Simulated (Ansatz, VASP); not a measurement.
# Two plane-wave programs on Ni

The input INCAR:

```
SYSTEM = Ni
ALGO     = Normal         ! electronic algorithm
EDIFF    = 1E-7           ! SCF threshold, eV
ENCUT    = 520            ! plane-wave cutoff, eV
ISIF     = 2              ! what is computed and relaxed
ISMEAR   = 0              ! smearing method
ISPIN    = 2              ! spin polarisation
ISYM     = 0            
LASPH    = .True.         ! aspherical terms in the spheres
LCHARG   = .True.         ! write CHGCAR
LELF     = .True.         ! ELF
LMAXMIX  = 4              ! l up to which the mixer works
LORBIT   = 11             ! projections on sites
LREAL    = .False.        ! projectors in reciprocal space
LVHAR    = .True.       
LWAVE    = .False.        ! write WAVECAR
MAGMOM   = 0.06 0.06      ! initial moments
NBANDS   = 21             ! bands
NELM     = 150            ! most SCF steps
PREC     = Accurate       ! precision mode
SIGMA    = 0.1            ! smearing width, eV
```

Contents of KPOINTS:

```
k-points
0
Gamma
  12 7 10
  0 0 0
```

File POSCAR:

```
Ni
1.0
    0.0000000000     -1.7716500000     -1.7716500000
   -3.5433000000     -1.7716500000     -1.7716500000
    0.0000000000      1.7716500000     -1.7716500000
Ni
2
Direct
    0.0000000000      0.0000000000      0.0000000000
    0.0000000000      0.5000000000      0.5000000000
```

Input for Ansatz:

```yaml
crystal:
  lattice:
    - [0.0, -1.77165, -1.77165]
    - [-3.5433, -1.77165, -1.77165]
    - [0.0, 1.77165, -1.77165]
  atoms:
    - { symbol: Ni, position: [0.0, 0.0, 0.0], spin: 0.06 }
    - { symbol: Ni, position: [0.0, 0.5, 0.5], spin: 0.06 }
  symmetry: { detect: false, time_reversal: true }
magnetization:
  spin_polarized: true
hamiltonian:
  xc: lda
  pseudopotentials: { kind: paw }
basis:
  ecutwfc: 420
kpoints:
  mp_grid: { grid: [12, 7, 10] }
scf:
  occupations: { method: gaussian, width: 0.1 }
  lower_state_search: "off"
output:
  forces: true
  stress: true
```

Alike in both runs: task single point; functional LDA; k mesh 12 × 7 × 10; occupations gaussian, width 0.1 eV; collinear spin.

```csv
,VASP,Ansatz
version,VASP 6.6.1,Ansatz 0.2.0
potentials or method,"VASP PAW LDA potentials, release 64 (Ni), cutoff 520 eV","PAW, plane waves, scalar-relativistic"
valence electrons in the cell,20,36
```

VASP gave:

| Item | Value |
| --- | --- |
| pressure (GPa) | -20.2 |
| traceless stress, the component that is largest in VASP (GPa) | -0.04 |
| net moment per atom (μB) | 0.61 |
| size of the moment on the site where the two differ most (μB) | 0.62 |

Task: Estimate Ansatz's values.

Result: Pressure (GPa): -20.4; traceless stress, the component that is largest in VASP (GPa): -0.16; net moment per atom (μB): 0.64; size of the moment on the site where the two differ most (μB): 0.67.

LDA's correlation is that of Perdew and Zunger in VASP and of Perdew and Wang (1992) in Ansatz. Site moments also hang on the region over which each program counts them. VASP's potentials hold 20 valence electrons a cell and Ansatz's 36, so a difference there can come from the potentials and not from the codes.
